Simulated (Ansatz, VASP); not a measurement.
**LiCaF3: VASP beside Ansatz**

Contents of INCAR:

```
SYSTEM = LiCaF3
ALGO     = Normal         ! electronic algorithm
EDIFF    = 1E-6           ! SCF threshold, eV
ENCUT    = 520            ! plane-wave cutoff, eV
ISIF     = 2              ! what is computed and relaxed
ISMEAR   = 0              ! smearing method
LASPH    = .TRUE.         ! aspherical terms in the spheres
LCHARG   = .FALSE.        ! write CHGCAR
LREAL    = .FALSE.        ! projectors in reciprocal space
LWAVE    = .FALSE.        ! write WAVECAR
NBANDS   = 25             ! bands
NELM     = 100            ! most SCF steps
PREC     = Accurate       ! precision mode
SIGMA    = 0.05           ! smearing width, eV
```

KPOINTS

```
k-points
0
G
  6 6 6
  0 0 0
```

File POSCAR:

```
LiCaF3
1.0
    3.7612440000      0.0000000000      0.0000000000
    0.0000000000      3.7612440000      0.0000000000
    0.0000000000      0.0000000000      3.7612440000
Li Ca F
1 1 3
Direct
    0.5000000000      0.5000000000      0.5000000000
    0.0000000000      0.0000000000      0.0000000000
   -0.0033233685      0.5000000000      0.5000000000
    0.4966766315      0.5000000000      0.0000000000
    0.4966766315      0.0000000000      0.5000000000
```

Input for Ansatz:

```yaml
crystal:
  lattice:
    - [3.761244, 0.0, 0.0]
    - [0.0, 3.761244, 0.0]
    - [0.0, 0.0, 3.761244]
  atoms:
    - { symbol: Li, position: [0.5, 0.5, 0.5] }
    - { symbol: Ca, position: [0.0, 0.0, 0.0] }
    - { symbol: F, position: [-0.0033233685, 0.5, 0.5] }
    - { symbol: F, position: [0.4966766315, 0.5, 0.0] }
    - { symbol: F, position: [0.4966766315, 0.0, 0.5] }
basis:
  ecutwfc: 420
kpoints:
  mp_grid: { grid: [6, 6, 6] }
hamiltonian:
  xc: lda
scf:
  occupations: { method: gaussian, width: 0.05 }
output:
  forces: true
  stress: true
  eigenvalues: true
```

Change from the starting cell: all F atoms moved +0.013 Å, as atom 3 towards its neighbour atom 1 (Li) at 1.881 Å.

Alike in both runs: task single point; functional LDA; k mesh 6 × 6 × 6; occupations gaussian, width 0.05 eV; no spin polarisation.

|  | VASP | Ansatz |
| --- | --- | --- |
| version | VASP 6.6.1 | Ansatz 0.2.0 |
| potentials or method | VASP PAW LDA potentials, release 64 (Li_sv, Ca_sv, F), cutoff 520 eV | scalar-relativistic, plane waves, PAW |
| valence electrons in the cell | 34 | 34 |

```tsv
	VASP	Ansatz	Ansatz less VASP
gap on the k mesh at the Fermi level (eV)	6.35	6.36	+0.018
least direct gap on the mesh (eV)	6.47	6.48	+0.016
rms of the force components (eV/Å)	0.020	0.020	-0.0001
```

LDA's correlation is that of Perdew and Zunger in VASP and of Perdew and Wang (1992) in Ansatz. Atom by atom the forces differ by 0.000 eV/Å (rms over components).

Noted on VASP's run: the cutoff is under 1.25 times that of the potentials, so the pressure is a little rough.
